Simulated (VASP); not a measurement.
# O (P6_3/mmc) in VASP: notebook

Runs on O. Level: PBEsol. Tasks: single point.

Program: VASP 6.6.1. These are calculated values, not measurements. Logs are shortened: lines on timing, memory, paths and dates and some standing lists are left out, and cuts for length are marked.

## (1) The cell of the first run

It takes space group P6_3/mmc (No. 194, hexagonal). Conventional cell: a = 2.552 Å, b = 2.552 Å, c = 6.553 Å, α = 90.00°, β = 90.00°, γ = 120.00°. Within 1.6 Å of O (site symmetry 3m) lie 1 O at 1.17 Å.

## (2) Single point, PBEsol (volume scaled by 0.99)

Contents of INCAR:

```
SYSTEM = O
ALGO     = Normal         ! electronic algorithm
EDIFF    = 1E-7           ! SCF threshold, eV
ENCUT    = 520            ! plane-wave cutoff, eV
GGA      = PS             ! functional
ISIF     = 2              ! what is computed and relaxed
ISMEAR   = -1             ! smearing method
LASPH    = .TRUE.         ! aspherical terms in the spheres
LCHARG   = .TRUE.         ! write CHGCAR
LELF     = .TRUE.         ! ELF
LREAL    = .FALSE.        ! projectors in reciprocal space
LVHAR    = .TRUE.       
LWAVE    = .FALSE.        ! write WAVECAR
NBANDS   = 20             ! bands
NELM     = 60             ! most SCF steps
PREC     = Accurate       ! precision mode
SIGMA    = 0.03           ! smearing width, eV
```

Contents of KPOINTS:

```
k-points
0
G
  13 13 5
  0 0 0
```

Contents of POSCAR:

```
O
1.0
    2.5524342616      0.0000000000      0.0000000000
   -1.2762171308      2.2104729120      0.0000000000
    0.0000000000      0.0000000000      6.5530098692
O
4
Direct
    0.3333333333      0.6666666667      0.1610000000
    0.6666666667      0.3333333333      0.6610000000
    0.3333333333      0.6666666667      0.3390000000
    0.6666666667      0.3333333333      0.8390000000
```

Potentials or basis: VASP PAW PBE potentials, release 64 (O).

Started as:

```sh
$ cat potpaw_PBE.64/O/POTCAR > POTCAR
$ mpirun -np 1 vasp_std > vasp.out
```

OUTCAR:

```text
SYSTEM = O
   EDIFF = 1E-7
   ENCUT = 520
   GGA = PS
   ISIF = 2
   ISMEAR = -1
   LASPH = .TRUE.
   LREAL = .FALSE.
   NELM = 60
   PREC = Accurate

 ion  position               nearest neighbor table
   1  0.333  0.667  0.161-   3 1.17
   2  0.667  0.333  0.661-   4 1.17
   3  0.333  0.667  0.339-   1 1.17
   4  0.667  0.333  0.839-   2 1.17

  LATTYP: Found a hexagonal cell.
 ALAT       =     2.5524342616
 C/A-ratio  =     2.5673569611

  Lattice vectors:

 A1 = (   2.5524342616,   0.0000000000,   0.0000000000)
 A2 = (  -1.2762171308,   2.2104729120,   0.0000000000)
 A3 = (   0.0000000000,   0.0000000000,   6.5530098692)

Analysis of symmetry for initial positions (statically):
=====================================================================
 Subroutine PRICEL returns:
 Original cell was already a primitive cell.

 Routine SETGRP: Setting up the symmetry group for a
 hexagonal supercell.

 Subroutine GETGRP returns: Found 24 space group operations
 (whereof 12 operations were pure point group operations)
 out of a pool of 24 trial point group operations.

The static configuration has the point symmetry D_3d.
 The point group associated with its full space group is D_6h.

Analysis of symmetry for dynamics (positions and initial velocities):
=====================================================================
 Subroutine PRICEL returns:
 Original cell was already a primitive cell.

 Routine SETGRP: Setting up the symmetry group for a
 hexagonal supercell.

 Subroutine GETGRP returns: Found 24 space group operations
 (whereof 12 operations were pure point group operations)
 out of a pool of 24 trial point group operations.

The dynamic configuration has the point symmetry D_3d.
 The point group associated with its full space group is D_6h.

 Subroutine INISYM returns: Found 24 space group operations
 (whereof 12 operations are pure point group operations),
 and found     1 'primitive' translations

----------------------------------------------------------------------------------------

                                     Primitive cell

  volume of cell :      36.9727

  direct lattice vectors                    reciprocal lattice vectors
     2.552434262  0.000000000  0.000000000     0.391782862  0.226195941  0.000000000
    -1.276217131  2.210472912  0.000000000     0.000000000  0.452391882  0.000000000
     0.000000000  0.000000000  6.553009869     0.000000000  0.000000000  0.152601632

  length of vectors
     2.552434262  2.552434262  6.553009869     0.452391882  0.452391882  0.152601632

  position of ions in fractional coordinates (direct lattice)
     0.333333333  0.666666667  0.161000000
     0.666666667  0.333333333  0.661000000
     0.333333333  0.666666667  0.339000000
     0.666666667  0.333333333  0.839000000

  ion indices of the primitive-cell ions
   primitive index   ion index
                 1           1
                 2           2
                 3           3
                 4           4

----------------------------------------------------------------------------------------

 KPOINTS: k-points

Automatic generation of k-mesh.
 Grid dimensions read from file:
 generate k-points for:   13   13    5

 Generating k-lattice:

  Cartesian coordinates                     Fractional coordinates (reciprocal lattice)
     0.030137143  0.017399688  0.000000000     0.076923077  0.000000000  0.000000000
     0.000000000  0.034799376  0.000000000     0.000000000  0.076923077  0.000000000
     0.000000000  0.000000000  0.030520326     0.000000000  0.000000000  0.200000000

  Length of vectors
     0.034799376  0.034799376  0.030520326

  Shift w.r.t. Gamma in fractional coordinates (k-lattice)
     0.000000000  0.000000000  0.000000000

 Subroutine IBZKPT returns following result:
 ===========================================

 Found     63 irreducible k-points:

 Following reciprocal coordinates:
            Coordinates               Weight
  0.000000  0.000000  0.000000      1.000000
  0.076923  0.000000  0.000000      6.000000
  0.153846  0.000000  0.000000      6.000000
  0.230769 -0.000000  0.000000      6.000000
  0.307692  0.000000  0.000000      6.000000
  0.384615  0.000000  0.000000      6.000000
[... 16 lines left out ...]
  0.076923  0.000000  0.200000     12.000000
  0.153846  0.000000  0.200000     12.000000
 [... further k-points ...]
   k-points           NKPTS =     63   k-points in BZ     NKDIM =     63   number of bands    NBANDS=     20
   number of dos      NEDOS =    301   number of ions     NIONS =      4
   total plane-waves  NPLWV =  20000
   dimension x,y,z NGX =    20 NGY =   20 NGZ =   50
   dimension x,y,z NGXF=    40 NGYF=   40 NGZF=  100
   ions per type =               4
   NGX,Y,Z   is equivalent  to a cutoff of  13.03, 13.03, 12.68 a.u.
   NGXF,Y,Z  is equivalent  to a cutoff of  26.05, 26.05, 25.37 a.u.
 SYSTEM =  O
   PREC   = accura    normal or accurate (medium, high low for compatibility)
   ISTART =      0    job   : 0-new  1-cont  2-samecut
   ICHARG =      2    charge: 1-file 2-atom 10-const
   ISPIN  =      1    spin polarized calculation?
   LNONCOLLINEAR =      F non collinear calculations
   LSORBIT =      F    spin-orbit coupling
   LASPH  =      T    aspherical Exc in radial PAW
   ENCUT  =  520.0 eV  38.22 Ry    6.18 a.u.   4.75  4.75 12.18*2*pi/ulx,y,z
   NELM   =     60;   NELMIN=  2; NELMDL= -5     # of ELM steps
   EDIFF  = 0.1E-06   stopping-criterion for ELM
   LREAL  =      F    real-space projection
   EDIFFG = 0.1E-05   stopping-criterion for IOM
   NSW    =      0    number of steps for IOM
   IBRION =     -1    ionic relax: 0-MD 1-quasi-New 2-CG
   NFREE  =      0    steps in history (QN), initial steepest desc. (CG)
   ISIF   =      2    stress and relaxation
   ISYM   =      2    0-nonsym 1-usesym 2-fastsym
   POTIM  = 0.5000    time-step for ionic-motion
   TEBEG  =    0.0;   TEEND  =   0.0 temperature during run
   PSTRESS=    0.0 pullay stress
   NELECT =      24.0000    total number of electrons
   NUPDOWN=      -1.0000    fix difference up-down
   EMIN   =  10.00;   EMAX   =-10.00  energy-range for DOS
   EFERMI =   0.00;   METHOD = LEGACY
   ISMEAR =    -1;   SIGMA  =   0.03  broadening in eV -4-tet -1-fermi 0-gaus
   EFERMI_NEDOS =   21; number of points for ismear=-14 and -15
   IALGO  =     38    algorithm
   IMIX   =      4    mixing-type and parameters
     AMIX     =   0.40;   BMIX     =  1.00
     AMIX_MAG =   1.60;   BMIX_MAG =  1.00
  volume/ion in A,a.u.               =       9.24        62.38
  Fermi-wavevector in a.u.,A,eV,Ry     =   1.417485  2.678658 27.337681  2.009263
  Thomas-Fermi vector in A             =   2.538710
   LORBIT       =      0    0 simple, 1 ext, 2 COOP (PROOUT), +10 PAW based schemes
   GGA     = PS    functional components
   LHFCALC =     F    Hartree Fock is set to
   AEXX    =    0.0000 exact exchange contribution
   IVDW    =     0    specifies the selected vdW correction
   LEPSILON=     F    determine dielectric tensor
   LRPA    =     F    only Hartree local field effects (RPA)
 non-spin polarized calculation
  energy-cutoff  :      520.00
  volume of cell :       36.97
 maximum number of plane-waves:      1014
 NGX is ok and might be reduce to    20
   NGX =  9   NGY =  9   NGZ = 25

 number of electron      23.9999995 magnetization

 Free energy of the ion-electron system (eV)
  ---------------------------------------------------
  ext. energy  EPLUGINS =         0.00000000
  ---------------------------------------------------
  free energy    TOTEN  =       -19.87898991 eV

  energy without entropy =      -19.87067081  energy(sigma->0) =      -19.87483036

 E-fermi :   2.4386     XC(G=0): -10.9040

 val. band max:        2.4325437983   @ k =   0.2308  -0.0000   0.2000
 cond. band min:       2.4550173651   @ k =   0.3077   0.1538   0.2000
 fundamental gap:      0.0224735668
 Fermi energy:         2.4386008569

 k-point     1 :       0.0000    0.0000    0.0000
  band No.  band energies     occupation
      1     -26.7287      2.00000
      2     -26.5871      2.00000
      3     -13.5881      2.00000
      4     -11.6190      2.00000
      5      -7.8450      2.00000
      6      -4.7453      2.00000
[... 12 lines left out ...]
     19      17.8152      0.00000
     20      18.3012      0.00000

 k-point     2 :       0.0769    0.0000    0.0000
  band No.  band energies     occupation
      1     -26.6848      2.00000
      2     -26.5467      2.00000
      3     -13.5056      2.00000
      4     -11.5744      2.00000
      5      -7.8132      2.00000
      6      -4.8305      2.00000
[... 12 lines left out ...]
     19      17.9201      0.00000
     20      18.3246      0.00000

 k-point     3 :       0.1538    0.0000    0.0000
  band No.  band energies     occupation
      1     -26.5601      2.00000
      2     -26.4331      2.00000
      3     -13.2668      2.00000
      4     -11.4504      2.00000
      5      -7.7349      2.00000
      6      -5.1967      2.00000
[... 12 lines left out ...]
     19      18.1895      0.00000
     20      18.4119      0.00000

 k-point     4 :       0.2308   -0.0000    0.0000
  band No.  band energies     occupation
      1     -26.3784      2.00000
      2     -26.2689      2.00000
      3     -12.8987      2.00000
      4     -11.2796      2.00000
      5      -7.6654      2.00000
      6      -5.8730      2.00000
[... 429 lines left out ...]
 k-point    23 :       0.0769    0.0000    0.2000
  band No.  band energies     occupation
      1     -26.6717      2.00000
      2     -26.5600      2.00000
      3     -13.3725      2.00000
      4     -11.8547      2.00000
      5      -7.4423      2.00000
      6      -5.0676      2.00000
[... 12 lines left out ...]
     19      17.8347      0.00000
     20      17.9513      0.00000

 k-point    24 :       0.1538    0.0000    0.2000
  band No.  band energies     occupation
      1     -26.5484      2.00000
      2     -26.4455      2.00000
      3     -13.1404      2.00000
      4     -11.7100      2.00000
      5      -7.3950      2.00000
      6      -5.3412      2.00000
[... 12 lines left out ...]
     19      18.0800      0.00000
     20      18.1422      0.00000

 [... further k-points ...]

------------------------ aborting loop because EDIFF is reached ----------------------------------------

  FORCE on cell =-STRESS in cart. coord.  units (eV):
  Direction    XX          YY          ZZ          XY          YZ          ZX
  --------------------------------------------------------------------------------------
  -------------------------------------------------------------------------------------
  Total       -1.2063168     -1.2063168     15.4935210      0.0000000     -0.0000000      0.0000000
  in kB      -52.2746799    -52.2746799    671.3981207      0.0000000     -0.0000000      0.0000000
  external PRESSURE =     188.9495870 kB  Pullay stress =       0.0000000 kB

 VOLUME and BASIS-vectors are now :
 -----------------------------------------------------------------------------
  energy-cutoff  :      520.00
  volume of cell :       36.97
      direct lattice vectors                 reciprocal lattice vectors
     2.552434262  0.000000000  0.000000000     0.391782862  0.226195941  0.000000000
    -1.276217131  2.210472912  0.000000000     0.000000000  0.452391882  0.000000000
     0.000000000  0.000000000  6.553009869     0.000000000  0.000000000  0.152601632

 POSITION                                       TOTAL-FORCE (eV/Angst)
 -----------------------------------------------------------------------------------
     -0.00000      1.47365      1.05503        -0.000000      0.000000     -5.041285
      1.27622      0.73682      4.33154         0.000000     -0.000000     -5.041285
     -0.00000      1.47365      2.22147        -0.000000      0.000000      5.041285
      1.27622      0.73682      5.49798         0.000000     -0.000000      5.041285
 -----------------------------------------------------------------------------------
    total drift:                               -0.000000      0.000000      0.000000

  FREE ENERGIE OF THE ION-ELECTRON SYSTEM (eV)
  ---------------------------------------------------
  free  energy   TOTEN  =       -19.8789899078 eV

  energy  without entropy=      -19.8706708070  energy(sigma->0) =      -19.87483036
```

Run time: 21 s. Hardware: 1 thread of Intel Xeon Platinum 8559C (Emerald Rapids), shared host; peak memory 0.15 GiB.

What came out:

- Free energy: -19.8790 eV
- Pressure: 18.9 GPa
- Largest force: 5.041 eV/Å
- Band gap on the k mesh: zero (band 12 reaches 3.59 eV, above the bottom of band 13 at 1.58 eV)

Forces in eV/Å, atoms in the order of the input:
```
O    0.000  0.000 -5.041
O    0.000  0.000 -5.041
O    0.000  0.000  5.041
O    0.000  0.000  5.041
```

Levels at points of the mesh, in eV from the Fermi level:
```tsv
k point	band 9	band 10	band 11	band 12	band 13	band 14	band 15	band 16
(0.00, 0.00, 0.00)	-6.23	-6.23	1.05	1.05	1.34	1.34	8.48	9.87
```

Caveat: the standard files for N, O and F lose accuracy on very short bonds; spin is off for a triplet molecule; the PAW data sets were made with another functional, which shifts forces and pressure a little.

## (3) Single point, PBEsol (volume scaled by 1.02)

Contents of INCAR:

```
SYSTEM = O
  PREC = Accurate
  ENCUT = 520
  EDIFF = 1E-6
  ISMEAR = -1
  SIGMA = 0.03
  LREAL = .False.
  LASPH = .True.
  NELM = 60
  ALGO = Normal
  ISIF = 2
  LWAVE = .False.
  LCHARG = .False.
  GGA = PS
  NBANDS = 20
```

Contents of KPOINTS:

```
Automatic mesh
0
Gamma
  13 13 5
  0 0 0
```

Contents of POSCAR:

```
O
1.0
    2.5779602975      0.0000000000      0.0000000000
   -1.2889801488      2.2325791076      0.0000000000
    0.0000000000      0.0000000000      6.6185443154
O
4
Direct
    0.3333333333      0.6666666667      0.1610000000
    0.6666666667      0.3333333333      0.6610000000
    0.3333333333      0.6666666667      0.3390000000
    0.6666666667      0.3333333333      0.8390000000
```

Potentials or basis: VASP PAW PBE potentials, release 64 (O).

Started as:

```sh
$ cat potpaw_PBE.64/O/POTCAR > POTCAR
$ mpirun -np 1 vasp_std > vasp.out
```

OUTCAR:

```text
SYSTEM = O
   PREC = Accurate
   ENCUT = 520
   EDIFF = 1E-6
   ISMEAR = -1
   LREAL = .False.
   LASPH = .True.
   NELM = 60
   ISIF = 2
   GGA = PS

 ion  position               nearest neighbor table
   1  0.333  0.667  0.161-   3 1.18
   2  0.667  0.333  0.661-   4 1.18
   3  0.333  0.667  0.339-   1 1.18
   4  0.667  0.333  0.839-   2 1.18

  LATTYP: Found a hexagonal cell.
 ALAT       =     2.5779602975
 C/A-ratio  =     2.5673569612

  Lattice vectors:

 A1 = (   2.5779602975,   0.0000000000,   0.0000000000)
 A2 = (  -1.2889801488,   2.2325791076,   0.0000000000)
 A3 = (   0.0000000000,   0.0000000000,   6.6185443154)

Analysis of symmetry for initial positions (statically):
=====================================================================
 Subroutine PRICEL returns:
 Original cell was already a primitive cell.

 Routine SETGRP: Setting up the symmetry group for a
 hexagonal supercell.

 Subroutine GETGRP returns: Found 24 space group operations
 (whereof 12 operations were pure point group operations)
[... 168 lines left out ...]
  energy without entropy =      -19.98651802  energy(sigma->0) =      -19.99082235

 E-fermi :   2.0925     XC(G=0): -10.7407

 val. band max:        2.0790674496   @ k =   0.2308   0.0000   0.2000
 cond. band min:       2.1006695214   @ k =   0.2308   0.0000   0.0000
 fundamental gap:      0.0216020717
 Fermi energy:         2.0924709779

 k-point     1 :       0.0000    0.0000    0.0000
  band No.  band energies     occupation
      1     -26.6316      2.00000
      2     -26.4951      2.00000
      3     -13.7832      2.00000
      4     -11.9476      2.00000
      5      -7.9293      2.00000
      6      -4.9803      2.00000
[... 541 lines left out ...]
     19      17.4584      0.00000
     20      17.6397      0.00000

 [... further k-points ...]

------------------------ aborting loop because EDIFF is reached ----------------------------------------

  FORCE on cell =-STRESS in cart. coord.  units (eV):
  Direction    XX          YY          ZZ          XY          YZ          ZX
  --------------------------------------------------------------------------------------
  -------------------------------------------------------------------------------------
  Total       -1.4753283     -1.4753283     12.3173063      0.0000000     -0.0000000      0.0000000
  in kB      -62.0516997    -62.0516997    518.0608341      0.0000000     -0.0000000      0.0000000
  external PRESSURE =     131.3191449 kB  Pullay stress =       0.0000000 kB

 VOLUME and BASIS-vectors are now :
 -----------------------------------------------------------------------------
  energy-cutoff  :      520.00
  volume of cell :       38.09
      direct lattice vectors                 reciprocal lattice vectors
     2.577960298  0.000000000  0.000000000     0.387903569  0.223956230  0.000000000
    -1.288980149  2.232579108  0.000000000     0.000000000  0.447912460  0.000000000
     0.000000000  0.000000000  6.618544315     0.000000000  0.000000000  0.151090625

 POSITION                                       TOTAL-FORCE (eV/Angst)
 -----------------------------------------------------------------------------------
     -0.00000      1.48839      1.06559        -0.000000      0.000000     -3.822937
      1.28898      0.74419      4.37486         0.000000      0.000000     -3.822937
     -0.00000      1.48839      2.24369        -0.000000      0.000000      3.822937
      1.28898      0.74419      5.55296         0.000000      0.000000      3.822937
 -----------------------------------------------------------------------------------
    total drift:                               -0.000000      0.000000      0.000000

  FREE ENERGIE OF THE ION-ELECTRON SYSTEM (eV)
  ---------------------------------------------------
  free  energy   TOTEN  =       -19.9951266901 eV

  energy  without entropy=      -19.9865180193  energy(sigma->0) =      -19.99082235
```

stdout:

```text
POSCAR found type information on POSCAR O
 POSCAR found :  1 types and       4 ions
 scaLAPACK will be used
 -----------------------------------------------------------------------------
|                                                                             |
|                                                                             |
|     You enforced a specific xc type in the INCAR file but a different       |
|     I HOPE YOU KNOW WHAT YOU ARE DOING!                                     |
|                                                                             |
 -----------------------------------------------------------------------------

 LDA part: xc-table for (Slater+PW92), standard interpolation
 POSCAR, INCAR and KPOINTS ok, starting setup
 FFT: planning ... GRIDC
 FFT: planning ... GRID_SOFT
 FFT: planning ... GRID
 WAVECAR not read
 entering main loop
```

Run time: 17 s. Hardware: 1 thread of Intel Xeon Platinum 8559C (Emerald Rapids), shared host; peak memory 0.16 GiB.

Results:

```
Free energy            : -19.9951 eV
Pressure               : 13.1 GPa
Largest force          : 3.823 eV/Å
Band gap on the k mesh : zero (band 12 reaches 3.19 eV, above the bottom of band 13 at 1.27 eV)
```

Forces in eV/Å, atoms in the order of the input:
```
O    0.000  0.000 -3.823
O    0.000  0.000 -3.823
O    0.000  0.000  3.823
O    0.000  0.000  3.823
```

Levels at points of the mesh, in eV from the Fermi level:
| k point | band 9 | band 10 | band 11 | band 12 | band 13 | band 14 | band 15 | band 16 |
| --- | --- | --- | --- | --- | --- | --- | --- | --- |
| (0.00, 0.00, 0.00) | -6.06 | -6.06 | 1.00 | 1.00 | 1.27 | 1.27 | 8.19 | 9.81 |

Caveat: the standard files for N, O and F lose accuracy on very short bonds; spin is off for a triplet molecule; the PAW data sets were made with another functional, which shifts forces and pressure a little.
